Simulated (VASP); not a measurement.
# PmC (Fm-3m) in VASP: single point with PBE+U

Aim: the single point of PmC with PBE+U.

Everything below comes from runs of VASP 6.6.1. Logs are shortened: lines on timing, memory, paths and dates and some standing lists are left out, and cuts for length are marked.

### 1 The cell of the first run

The structure is cubic, space group Fm-3m (No. 225). The conventional cell has a = 5.140 Å, b = 5.140 Å, c = 5.140 Å, α = 90.00°, β = 90.00°, γ = 90.00°. Within 3.4 Å of Pm (site symmetry m-3m) lie 6 C at 2.57 Å. Within 3.4 Å of C (site symmetry m-3m) lie 6 Pm at 2.57 Å.

### 2 Single point, PBE+U, collinear spin, ferromagnetic start

INCAR

```
  PREC = Accurate
  ENCUT = 520
  EDIFF = 1E-7
  ISMEAR = 0
  SIGMA = 0.05
  LREAL = F
  LASPH = T
  NELM = 150
  ALGO = Normal
  ISIF = 2
  LWAVE = F
  LCHARG = T
  ISPIN = 2
  MAGMOM = 4 0
  LORBIT = 11
  LMAXMIX = 6
  LDAU = T
  LDAUTYPE = 2
  LDAUL = 3 -1
  LDAUU = 6 0
  LDAUJ = 0 0
  LDAUPRINT = 1
  GGA = PE
  LELF = T
  LVHAR = T
  NBANDS = 20
```

KPOINTS

```
regular mesh
0
Gamma
  5 5 5
```

POSCAR

```
PmC
1.0
    0.0000000000      2.5700000000      2.5700000000
    2.5700000000      0.0000000000      2.5700000000
    2.5700000000      2.5700000000      0.0000000000
Pm C
1 1
Direct
    0.5000000000      0.5000000000      0.5000000000
    0.0000000000      0.0000000000      0.0000000000
```

Potentials or basis: VASP PAW PBE potentials, release 64 (Pm, C).

Started as:

```bash
$ cat potpaw_PBE.64/Pm/POTCAR potpaw_PBE.64/C/POTCAR > POTCAR
$ mpirun -np 1 vasp_std > vasp.out
```

OUTCAR:

```text
PREC = Accurate
   ENCUT = 520
   EDIFF = 1E-7
   ISMEAR = 0
   LREAL = F
   LASPH = T
   NELM = 150
   ISIF = 2
   ISPIN = 2
   LORBIT = 11
   GGA = PE

 ion  position               nearest neighbor table
   1  0.500  0.500  0.500-   2 2.57   2 2.57   2 2.57   2 2.57   2 2.57   2 2.57
   2  0.000  0.000  0.000-   1 2.57   1 2.57   1 2.57   1 2.57   1 2.57   1 2.57

  LATTYP: Found a face centered cubic cell.
 ALAT       =     5.1400000000

  Lattice vectors:

 A1 = (   0.0000000000,   2.5700000000,   2.5700000000)
 A2 = (   2.5700000000,   0.0000000000,   2.5700000000)
 A3 = (   2.5700000000,   2.5700000000,   0.0000000000)

Analysis of symmetry for initial positions (statically):
=====================================================================
 Subroutine PRICEL returns:
 Original cell was already a primitive cell.

 Routine SETGRP: Setting up the symmetry group for a
 face centered cubic supercell.

 Subroutine GETGRP returns: Found 48 space group operations
 (whereof 48 operations were pure point group operations)
 out of a pool of 48 trial point group operations.

The static configuration has the point symmetry O_h .

Analysis of symmetry for dynamics (positions and initial velocities):
=====================================================================
 Subroutine PRICEL returns:
 Original cell was already a primitive cell.

 Routine SETGRP: Setting up the symmetry group for a
 face centered cubic supercell.

 Subroutine GETGRP returns: Found 48 space group operations
 (whereof 48 operations were pure point group operations)
 out of a pool of 48 trial point group operations.

The dynamic configuration has the point symmetry O_h .

Analysis of structural, dynamic, and magnetic symmetry:
=====================================================================
 Subroutine PRICEL returns:
 Original cell was already a primitive cell.

 Routine SETGRP: Setting up the symmetry group for a
 face centered cubic supercell.

 Subroutine GETGRP returns: Found 48 space group operations
 (whereof 48 operations were pure point group operations)
 out of a pool of 48 trial point group operations.

The overall configuration has the point symmetry O_h .

 Subroutine INISYM returns: Found 48 space group operations
 (whereof 48 operations are pure point group operations),
 and found     1 'primitive' translations

----------------------------------------------------------------------------------------

                                     Primitive cell

  volume of cell :      33.9492

  direct lattice vectors                    reciprocal lattice vectors
     0.000000000  2.570000000  2.570000000    -0.194552529  0.194552529  0.194552529
     2.570000000  0.000000000  2.570000000     0.194552529 -0.194552529  0.194552529
     2.570000000  2.570000000  0.000000000     0.194552529  0.194552529 -0.194552529

  length of vectors
     3.634528855  3.634528855  3.634528855     0.336974865  0.336974865  0.336974865

[... 114 lines left out ...]
 -0.0000  0.0017 -0.0000  0.0000  0.0000 -0.0000  0.0000
 -0.3256 -0.0000  0.7287 -0.0000 -0.0000 -0.0000  0.0000
  0.0000  0.0000 -0.0000  0.3084 -0.0000 -0.0000  0.0000
  0.0000  0.0000 -0.0000 -0.0000  0.7287  0.0000  0.3256
  0.0000 -0.0000 -0.0000 -0.0000  0.0000  0.9809 -0.0000
 -0.0000  0.0000  0.0000  0.0000  0.3256 -0.0000  0.5606

spin component  2

  0.0081 -0.0000  0.0038  0.0000 -0.0000 -0.0000  0.0000
 -0.0000  0.0012 -0.0000 -0.0000 -0.0000  0.0000  0.0000
  0.0038 -0.0000  0.0062  0.0000  0.0000  0.0000 -0.0000
  0.0000 -0.0000  0.0000  0.0110  0.0000 -0.0000 -0.0000
 -0.0000 -0.0000  0.0000  0.0000  0.0062 -0.0000 -0.0038
 -0.0000  0.0000  0.0000 -0.0000 -0.0000  0.0032  0.0000
  0.0000  0.0000 -0.0000 -0.0000 -0.0038  0.0000  0.0081

 occupancies and eigenvectors

  o =  0.0012  v =  0.0000  0.0000  0.0000  0.0000  0.0000  0.0000  0.0000 -0.0000  1.0000 -0.0000  0.0000 -0.0000 -0.0000  0.0000      0.0000  0.0000  0.0000  0.0000  0.0000  0.0000  0.0000  0.0000  0.0000  0.0000  0.0000  0.0000  0.0000  0.0000
  o =  0.0017  v = -0.0000  1.0000 -0.0000  0.0000  0.0000 -0.0000  0.0000  0.0000  0.0000  0.0000  0.0000  0.0000  0.0000  0.0000      0.0000  0.0000  0.0000  0.0000  0.0000  0.0000  0.0000  0.0000  0.0000  0.0000  0.0000  0.0000  0.0000  0.0000
  o =  0.0032  v =  0.0000  0.0000  0.0000  0.0000  0.0000  0.0000  0.0000  0.0002  0.0000 -0.0003  0.0000 -0.0001  1.0000 -0.0001      0.0000  0.0000  0.0000  0.0000  0.0000  0.0000  0.0000  0.0000  0.0000  0.0000  0.0000  0.0000  0.0000  0.0000
  o =  0.0032  v =  0.0000  0.0000  0.0000  0.0000  0.0000  0.0000  0.0000  0.5827 -0.0000 -0.7522 -0.0000 -0.2432 -0.0004 -0.1884      0.0000  0.0000  0.0000  0.0000  0.0000  0.0000  0.0000  0.0000  0.0000  0.0000  0.0000  0.0000  0.0000  0.0000
  o =  0.0032  v =  0.0000  0.0000  0.0000  0.0000  0.0000  0.0000  0.0000  0.1884  0.0000 -0.2432  0.0000  0.7522  0.0000  0.5827      0.0000  0.0000  0.0000  0.0000  0.0000  0.0000  0.0000  0.0000  0.0000  0.0000  0.0000  0.0000  0.0000  0.0000
  o =  0.0110  v =  0.0000  0.0000  0.0000  0.0000  0.0000  0.0000  0.0000 -0.0000  0.0000 -0.0000  1.0000 -0.0001 -0.0000  0.0001      0.0000  0.0000  0.0000  0.0000  0.0000  0.0000  0.0000  0.0000  0.0000  0.0000  0.0000  0.0000  0.0000  0.0000
  o =  0.0110  v =  0.0000  0.0000  0.0000  0.0000  0.0000  0.0000  0.0000  0.7906 -0.0000  0.6124  0.0000  0.0000 -0.0000 -0.0000      0.0000  0.0000  0.0000  0.0000  0.0000  0.0000  0.0000  0.0000  0.0000  0.0000  0.0000  0.0000  0.0000  0.0000
  o =  0.0110  v =  0.0000  0.0000  0.0000  0.0000  0.0000  0.0000  0.0000  0.0000 -0.0000 -0.0000 -0.0002 -0.6124  0.0000  0.7906      0.0000  0.0000  0.0000  0.0000  0.0000  0.0000  0.0000  0.0000  0.0000  0.0000  0.0000  0.0000  0.0000  0.0000
  o =  0.3084  v =  0.0001 -0.0000  0.0001  0.9991  0.0253  0.0000 -0.0327  0.0000  0.0000  0.0000  0.0000  0.0000  0.0000  0.0000      0.0000  0.0000  0.0000  0.0000  0.0000  0.0000  0.0000  0.0000  0.0000  0.0000  0.0000  0.0000  0.0000  0.0000
  o =  0.3084  v = -0.0007 -0.0000 -0.0005  0.0414 -0.6118  0.0000  0.7899  0.0000  0.0000  0.0000  0.0000  0.0000  0.0000  0.0000      0.0000  0.0000  0.0000  0.0000  0.0000  0.0000  0.0000  0.0000  0.0000  0.0000  0.0000  0.0000  0.0000  0.0000
  o =  0.3084  v =  0.7906  0.0000  0.6124 -0.0001 -0.0005 -0.0000  0.0007  0.0000  0.0000  0.0000  0.0000  0.0000  0.0000  0.0000      0.0000  0.0000  0.0000  0.0000  0.0000  0.0000  0.0000  0.0000  0.0000  0.0000  0.0000  0.0000  0.0000  0.0000
  o =  0.9809  v = -0.0000  0.0000  0.0000 -0.0000 -0.0023  1.0000 -0.0018  0.0000  0.0000  0.0000  0.0000  0.0000  0.0000  0.0000      0.0000  0.0000  0.0000  0.0000  0.0000  0.0000  0.0000  0.0000  0.0000  0.0000  0.0000  0.0000  0.0000  0.0000
  o =  0.9809  v =  0.6124 -0.0000 -0.7906  0.0000  0.0000  0.0000 -0.0000  0.0000  0.0000  0.0000  0.0000  0.0000  0.0000  0.0000      0.0000  0.0000  0.0000  0.0000  0.0000  0.0000  0.0000  0.0000  0.0000  0.0000  0.0000  0.0000  0.0000  0.0000
  o =  0.9809  v = -0.0000  0.0000  0.0000 -0.0000 -0.7906 -0.0029 -0.6124  0.0000  0.0000  0.0000  0.0000  0.0000  0.0000  0.0000      0.0000  0.0000  0.0000  0.0000  0.0000  0.0000  0.0000  0.0000  0.0000  0.0000  0.0000  0.0000  0.0000  0.0000

 number of electron      18.9999999 magnetization       3.7977524

 Free energy of the ion-electron system (eV)
  ---------------------------------------------------
  ext. energy  EPLUGINS =         0.00000000
  ---------------------------------------------------
  free energy    TOTEN  =       -13.64935617 eV

  energy without entropy =      -13.63536472  energy(sigma->0) =      -13.64236044

 E-fermi :   6.4886     XC(G=0): -11.2982

 val. band max:        6.4581480938   @ k =  -0.4000   0.4000   0.0000
 cond. band min:       6.4894262468   @ k =  -0.4000   0.4000   0.2000
 fundamental gap:      0.0312781530
 Fermi energy:         6.4885989874

 spin component 1

 k-point     1 :       0.0000    0.0000    0.0000
  band No.  band energies     occupation
      1     -32.0049      1.00000
      2     -11.6501      1.00000
      3     -11.6500      1.00000
      4     -11.6500      1.00000
      5      -2.7898      1.00000
      6       1.9034      1.00000
[... 206 lines left out ...]
      6       1.7214      1.00000
[... 12 lines left out ...]
     19      14.2236      0.00000
     20      16.0663      0.00000
 Fermi energy:         6.4885989874

 spin component 2

 k-point     1 :       0.0000    0.0000    0.0000
  band No.  band energies     occupation
      1     -30.2408      1.00000
      2     -10.3835      1.00000
      3     -10.3835      1.00000
      4     -10.3835      1.00000
      5      -2.7890      1.00000
      6       7.3123      0.00000
[... 219 lines left out ...]
     19      14.8498      0.00000
     20      16.6575      0.00000

------------------------ aborting loop because EDIFF is reached ----------------------------------------

  FORCE on cell =-STRESS in cart. coord.  units (eV):
  Direction    XX          YY          ZZ          XY          YZ          ZX
  --------------------------------------------------------------------------------------
  -------------------------------------------------------------------------------------
  Total        0.7866690      0.7866690      0.7866690      0.0000000      0.0000000     -0.0000000
  in kB       37.1255787     37.1255787     37.1255787      0.0000000      0.0000000     -0.0000000
  external PRESSURE =      37.1255787 kB  Pullay stress =       0.0000000 kB

 VOLUME and BASIS-vectors are now :
 -----------------------------------------------------------------------------
  energy-cutoff  :      520.00
  volume of cell :       33.95
      direct lattice vectors                 reciprocal lattice vectors
     0.000000000  2.570000000  2.570000000    -0.194552529  0.194552529  0.194552529
     2.570000000  0.000000000  2.570000000     0.194552529 -0.194552529  0.194552529
     2.570000000  2.570000000  0.000000000     0.194552529  0.194552529 -0.194552529

 POSITION                                       TOTAL-FORCE (eV/Angst)
 -----------------------------------------------------------------------------------
      2.57000      2.57000      2.57000         0.000000     -0.000000     -0.000000
      0.00000      0.00000      0.00000        -0.000000      0.000000      0.000000
 -----------------------------------------------------------------------------------
    total drift:                                0.000000      0.000000      0.000000

  FREE ENERGIE OF THE ION-ELECTRON SYSTEM (eV)
  ---------------------------------------------------
  free  energy   TOTEN  =       -13.6493561696 eV

  energy  without entropy=      -13.6353647177  energy(sigma->0) =      -13.64236044

 total charge

# of ion       s       p       d       f       tot
--------------------------------------------------
    1        2.020   5.615   0.710   3.910  12.255
    2        0.912   1.358   0.000   0.000   2.271
--------------------------------------------------
tot          2.932   6.974   0.710   3.910  14.525

 magnetization (x)

# of ion       s       p       d       f       tot
--------------------------------------------------
    1       -0.013   0.013   0.001   3.824   3.825
    2       -0.013  -0.060   0.000   0.000  -0.074
--------------------------------------------------
tot         -0.026  -0.047   0.001   3.824   3.752
```

It took 2 min on 1 thread of AMD EPYC 7R43 (Zen 3), shared host; peak memory 0.16 GiB.

Results:

| Property | Result |
| --- | --- |
| Free energy | -13.6494 eV |
| Pressure | 3.7 GPa |
| Net moment | 3.80 μB per cell |
| Site moments | Pm +3.83; C -0.07 μB |
| Valence electrons inside the program's atomic spheres | Pm 12.26; C 2.27 |

Levels at points of the mesh, in eV from the Fermi level:
Spin up:
| k point | band 8 | band 9 | band 10 | band 11 | band 12 | band 13 | band 14 | band 15 |
| --- | --- | --- | --- | --- | --- | --- | --- | --- |
| (0.00, 0.00, 0.00) | -4.58 | -0.76 | -0.76 | -0.76 | 1.81 | 2.50 | 2.50 | 2.50 |
Spin down:
```csv
k point,band 4,band 5,band 6,band 7,band 8,band 9,band 10,band 11,band 12,band 13
"(0.00, 0.00, 0.00)",-16.87,-9.28,0.82,0.82,0.82,3.07,3.07,3.07,3.45,4.97
```

Eigenvalues of the final occupation matrices:
| site | spin | trace | eigenvalues |
| --- | --- | --- | --- |
| site 1 f | 1 | 3.87 | 0.00 0.31 0.31 0.31 0.98 0.98 0.98 |
| site 1 f | 2 | 0.04 | 0.00 0.00 0.00 0.00 0.01 0.01 0.01 |

Caveat: the k points lie up to 0.42 Å⁻¹ apart; the magnetic or orbital state may not be the lowest; spin-orbit coupling is left out, which moves the levels of the heavy elements; the U is typed as a test and isn't derived for this compound.
